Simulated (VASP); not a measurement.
# Ca (P6_3/mmc) in VASP: further runs

The runs below take Ca through single point, with r2SCAN.

All numbers are computed with VASP 6.6.1; they aren't measurements. Logs are shortened: lines on timing, memory, paths and dates and some standing lists are left out, and cuts for length are marked.

### 1 The cell of the first run

The structure is hexagonal, space group P6_3/mmc (No. 194). Conventional cell: a = 3.745 Å, b = 3.745 Å, c = 7.363 Å, α = 90.00°, β = 90.00°, γ = 120.00°. Ca (site symmetry -6m2) has 12 Ca at 3.75 to 4.27 Å within 4.9 Å.

### 2 Single point, r2SCAN

File POSCAR:

```
Ca
1.0
    3.7453229438      0.0000000000      0.0000000000
   -1.8726614719      3.2435448147      0.0000000000
    0.0000000000      0.0000000000      7.3626658900
Ca
2
Direct
    0.3333333333      0.6666666667      0.2500000000
    0.6666666667      0.3333333333      0.7500000000
```

File INCAR.step1:

```
ALGO = Normal
EDIFF = 1E-4
ENCUT = 520
GGA = PE
ISMEAR = 0
LASPH = True
LCHARG = False
LREAL = False
LWAVE = True
NBANDS = 17
NELM = 100
PREC = Accurate
SIGMA = 0.15
```

File INCAR.step2:

```
ALGO = Normal
EDIFF = 1E-7
ENCUT = 520
ISIF = 2
ISMEAR = 0
ISTART = 1
LASPH = True
LCHARG = False
LMIXTAU = True
LREAL = False
LWAVE = False
METAGGA = R2SCAN
NBANDS = 17
NELM = 100
PREC = Accurate
SIGMA = 0.15
```

File KPOINTS:

```
k-points
0
Gamma
  15 15 8
```

Potentials or basis: VASP PAW PBE potentials, release 64 (Ca_sv).

Run with:

```sh
> cat potpaw_PBE.64/Ca_sv/POTCAR > POTCAR
> cp INCAR.step1 INCAR
> mpirun -np 1 vasp_std > vasp.out
> cp INCAR.step2 INCAR
> mpirun -np 1 vasp_std > vasp.out
```

OUTCAR:

```text
EDIFF = 1E-7
   ENCUT = 520
   ISIF = 2
   ISMEAR = 0
   ISTART = 1
   LASPH = True
   LREAL = False
   METAGGA = R2SCAN
   NELM = 100
   PREC = Accurate

 ion  position               nearest neighbor table
   1  0.333  0.667  0.250-
   2  0.667  0.333  0.750-

  LATTYP: Found a hexagonal cell.
 ALAT       =     3.7453229438
 C/A-ratio  =     1.9658293825

  Lattice vectors:

 A1 = (   3.7453229438,   0.0000000000,   0.0000000000)
 A2 = (  -1.8726614719,   3.2435448147,   0.0000000000)
 A3 = (   0.0000000000,   0.0000000000,   7.3626658900)

Analysis of symmetry for initial positions (statically):
=====================================================================
 Subroutine PRICEL returns:
 Original cell was already a primitive cell.

 Routine SETGRP: Setting up the symmetry group for a
 hexagonal supercell.

 Subroutine GETGRP returns: Found 24 space group operations
 (whereof 12 operations were pure point group operations)
 out of a pool of 24 trial point group operations.

The static configuration has the point symmetry D_3d.
 The point group associated with its full space group is D_6h.

Analysis of symmetry for dynamics (positions and initial velocities):
=====================================================================
 Subroutine PRICEL returns:
 Original cell was already a primitive cell.

 Routine SETGRP: Setting up the symmetry group for a
 hexagonal supercell.

 Subroutine GETGRP returns: Found 24 space group operations
 (whereof 12 operations were pure point group operations)
 out of a pool of 24 trial point group operations.

The dynamic configuration has the point symmetry D_3d.
 The point group associated with its full space group is D_6h.

 Subroutine INISYM returns: Found 24 space group operations
 (whereof 12 operations are pure point group operations),
 and found     1 'primitive' translations

----------------------------------------------------------------------------------------

                                     Primitive cell

  volume of cell :      89.4426

  direct lattice vectors                    reciprocal lattice vectors
     3.745322944  0.000000000  0.000000000     0.266999673  0.154152333  0.000000000
    -1.872661472  3.243544815  0.000000000     0.000000000  0.308304666  0.000000000
     0.000000000  0.000000000  7.362665890     0.000000000  0.000000000  0.135820369

  length of vectors
     3.745322944  3.745322944  7.362665890     0.308304666  0.308304666  0.135820369

  position of ions in fractional coordinates (direct lattice)
     0.333333333  0.666666667  0.250000000
     0.666666667  0.333333333  0.750000000

  ion indices of the primitive-cell ions
   primitive index   ion index
                 1           1
                 2           2

----------------------------------------------------------------------------------------

 KPOINTS: k-points

Automatic generation of k-mesh.
 Grid dimensions read from file:
 generate k-points for:   15   15    8

 Generating k-lattice:

  Cartesian coordinates                     Fractional coordinates (reciprocal lattice)
     0.017799978  0.010276822  0.000000000     0.066666667  0.000000000  0.000000000
     0.000000000  0.020553644  0.000000000     0.000000000  0.066666667  0.000000000
     0.000000000  0.000000000  0.016977546     0.000000000  0.000000000  0.125000000

  Length of vectors
     0.020553644  0.020553644  0.016977546

  Shift w.r.t. Gamma in fractional coordinates (k-lattice)
     0.000000000  0.000000000  0.000000000

 Subroutine IBZKPT returns following result:
 ===========================================

 Found    135 irreducible k-points:

 Following reciprocal coordinates:
            Coordinates               Weight
  0.000000  0.000000  0.000000      1.000000
  0.066667  0.000000  0.000000      6.000000
  0.133333 -0.000000  0.000000      6.000000
  0.200000  0.000000  0.000000      6.000000
  0.266667 -0.000000  0.000000      6.000000
  0.333333 -0.000000  0.000000      6.000000
[... 16 lines left out ...]
  0.333333  0.200000  0.000000     12.000000
  0.400000  0.200000  0.000000      6.000000
 [... further k-points ...]
   k-points           NKPTS =    135   k-points in BZ     NKDIM =    135   number of bands    NBANDS=     17
   number of dos      NEDOS =    301   number of ions     NIONS =      2
   total plane-waves  NPLWV =  43904
   dimension x,y,z NGX =    28 NGY =   28 NGZ =   56
   dimension x,y,z NGXF=    56 NGYF=   56 NGZF=  112
   ions per type =               2
   NGX,Y,Z   is equivalent  to a cutoff of  12.43, 12.43, 12.64 a.u.
   NGXF,Y,Z  is equivalent  to a cutoff of  24.86, 24.86, 25.29 a.u.
 SYSTEM =  unknown system
   PREC   = accura    normal or accurate (medium, high low for compatibility)
   ISTART =      1    job   : 0-new  1-cont  2-samecut
   ICHARG =      0    charge: 1-file 2-atom 10-const
   ISPIN  =      1    spin polarized calculation?
   LNONCOLLINEAR =      F non collinear calculations
   LSORBIT =      F    spin-orbit coupling
   LASPH  =      T    aspherical Exc in radial PAW
   ENCUT  =  520.0 eV  38.22 Ry    6.18 a.u.   6.96  6.96 13.69*2*pi/ulx,y,z
   NELM   =    100;   NELMIN=  2; NELMDL=  0     # of ELM steps
   EDIFF  = 0.1E-06   stopping-criterion for ELM
   LREAL  =      F    real-space projection
   EDIFFG = 0.1E-05   stopping-criterion for IOM
   NSW    =      0    number of steps for IOM
   IBRION =     -1    ionic relax: 0-MD 1-quasi-New 2-CG
   NFREE  =      0    steps in history (QN), initial steepest desc. (CG)
   ISIF   =      2    stress and relaxation
   ISYM   =      2    0-nonsym 1-usesym 2-fastsym
   POTIM  = 0.5000    time-step for ionic-motion
   TEBEG  =    0.0;   TEEND  =   0.0 temperature during run
   PSTRESS=    0.0 pullay stress
   NELECT =      20.0000    total number of electrons
   NUPDOWN=      -1.0000    fix difference up-down
   EMIN   =  10.00;   EMAX   =-10.00  energy-range for DOS
   EFERMI =   0.00;   METHOD = LEGACY
   ISMEAR =     0;   SIGMA  =   0.15  broadening in eV -4-tet -1-fermi 0-gaus
   EFERMI_NEDOS =   21; number of points for ismear=-14 and -15
   IALGO  =     38    algorithm
   IMIX   =      4    mixing-type and parameters
     AMIX     =   0.40;   BMIX     =  1.00
     AMIX_MAG =   1.60;   BMIX_MAG =  1.00
  volume/ion in A,a.u.               =      44.72       301.79
  Fermi-wavevector in a.u.,A,eV,Ry     =   0.993658  1.877741 13.433785  0.987355
  Thomas-Fermi vector in A             =   2.125555
   LORBIT       =      0    0 simple, 1 ext, 2 COOP (PROOUT), +10 PAW based schemes
   METAGGA = R2SCAN    functional components
   LHFCALC =     F    Hartree Fock is set to
   AEXX    =    0.0000 exact exchange contribution
   IVDW    =     0    specifies the selected vdW correction
   LEPSILON=     F    determine dielectric tensor
   LRPA    =     F    only Hartree local field effects (RPA)
 non-spin polarized calculation
 Gauss-broadening in eV      SIGMA  =   0.15
  energy-cutoff  :      520.00
  volume of cell :       89.44
 maximum number of plane-waves:      2430
 NGX is ok and might be reduce to    28
   NGX = 13   NGY = 13   NGZ = 27

 number of electron      19.9999998 magnetization

 Free energy of the ion-electron system (eV)
  ---------------------------------------------------
  ext. energy  EPLUGINS =         0.00000000
  ---------------------------------------------------
  free energy    TOTEN  =       -13.83845545 eV

  energy without entropy =      -13.81981153  energy(sigma->0) =      -13.82913349

 E-fermi :   1.8156     XC(G=0):  -8.0260

 val. band max:        1.8107926120   @ k =   0.4000  -0.0000   0.0000
 cond. band min:       1.8234938400   @ k =   0.3333   0.2000   0.2500
 fundamental gap:      0.0127012280
 Fermi energy:         1.8156046908

 k-point     1 :       0.0000    0.0000    0.0000
  band No.  band energies     occupation
      1     -42.1525      2.00000
      2     -42.1483      2.00000
      3     -22.2577      2.00000
      4     -22.1930      2.00000
      5     -22.1793      2.00000
      6     -22.1792      2.00000
[... 9 lines left out ...]
     16       4.6167      0.00000
     17       5.5922      0.00000

 k-point     2 :       0.0667    0.0000    0.0000
  band No.  band energies     occupation
      1     -42.1517      2.00000
      2     -42.1477      2.00000
      3     -22.2560      2.00000
      4     -22.1927      2.00000
      5     -22.1867      2.00000
      6     -22.1819      2.00000
[... 9 lines left out ...]
     16       4.6765      0.00000
     17       5.4903      0.00000

 k-point     3 :       0.1333   -0.0000    0.0000
  band No.  band energies     occupation
      1     -42.1496      2.00000
      2     -42.1457      2.00000
      3     -22.2512      2.00000
      4     -22.2077      2.00000
      5     -22.2030      2.00000
      6     -22.1917      2.00000
[... 9 lines left out ...]
     16       4.8517      0.00000
     17       5.1406      0.00000

 k-point     4 :       0.2000    0.0000    0.0000
  band No.  band energies     occupation
      1     -42.1463      2.00000
      2     -42.1429      2.00000
      3     -22.2438      2.00000
      4     -22.2386      2.00000
      5     -22.2337      2.00000
      6     -22.1939      2.00000
[... 9 lines left out ...]
     16       4.9735      0.00000
     17       5.1286      0.00000
[... 343 lines left out ...]
      1     -42.1354      2.00000
      2     -42.1337      2.00000
      3     -22.3150      2.00000
      4     -22.3111      2.00000
      5     -22.2420      2.00000
      6     -22.2357      2.00000
[... 9 lines left out ...]
     16       4.8683      0.00000
     17       5.6587      0.00000

 k-point    23 :       0.3333    0.2000    0.0000
  band No.  band energies     occupation
      1     -42.1334      2.00000
      2     -42.1323      2.00000
      3     -22.3259      2.00000
      4     -22.3197      2.00000
      5     -22.2534      2.00000
      6     -22.2458      2.00000
[... 9 lines left out ...]
     16       5.0956      0.00000
     17       5.4941      0.00000

 k-point    24 :       0.4000    0.2000    0.0000
  band No.  band energies     occupation
      1     -42.1327      2.00000
      2     -42.1319      2.00000
      3     -22.3297      2.00000
      4     -22.3225      2.00000
      5     -22.2577      2.00000
      6     -22.2495      2.00000
[... 9 lines left out ...]
     16       5.2029      0.00000
     17       5.4688      0.00000

 [... further k-points ...]

------------------------ aborting loop because EDIFF is reached ----------------------------------------

  FORCE on cell =-STRESS in cart. coord.  units (eV):
  Direction    XX          YY          ZZ          XY          YZ          ZX
  --------------------------------------------------------------------------------------
  -------------------------------------------------------------------------------------
  Total        1.2586962      1.2586962     -2.5276493      0.0000000      0.0000000      0.0000000
  in kB       22.5469205     22.5469205    -45.2775727      0.0000000      0.0000000      0.0000000
  external PRESSURE =      -0.0612439 kB  Pullay stress =       0.0000000 kB

 VOLUME and BASIS-vectors are now :
 -----------------------------------------------------------------------------
  energy-cutoff  :      520.00
  volume of cell :       89.44
      direct lattice vectors                 reciprocal lattice vectors
     3.745322944  0.000000000  0.000000000     0.266999673  0.154152333  0.000000000
    -1.872661472  3.243544815  0.000000000     0.000000000  0.308304666  0.000000000
     0.000000000  0.000000000  7.362665890     0.000000000  0.000000000  0.135820369

 POSITION                                       TOTAL-FORCE (eV/Angst)
 -----------------------------------------------------------------------------------
     -0.00000      2.16236      1.84067        -0.000000     -0.000000      0.000000
      1.87266      1.08118      5.52200         0.000000      0.000000      0.000000
 -----------------------------------------------------------------------------------
    total drift:                               -0.000000      0.000000     -0.000000

  FREE ENERGIE OF THE ION-ELECTRON SYSTEM (eV)
  ---------------------------------------------------
  free  energy   TOTEN  =       -13.8384554495 eV

  energy  without entropy=      -13.8198115259  energy(sigma->0) =      -13.82913349
```

Wall time 10 min (1 thread of Intel Xeon Platinum 8259CL at 2.50GHz (Skylake/Cascade Lake), shared host); peak memory 0.32 GiB.

What came out:

```yaml
Free_energy: -13.8385 eV
Pressure: 0.0 GPa
Band_gap_on_the_k_mesh: zero (band 10 reaches 2.22 eV, above the bottom of band 11 at 0.82 eV)
```

Caveat: the PAW data sets were made with another functional, which shifts forces and pressure a little.

(Continued in part 2 of 2.)
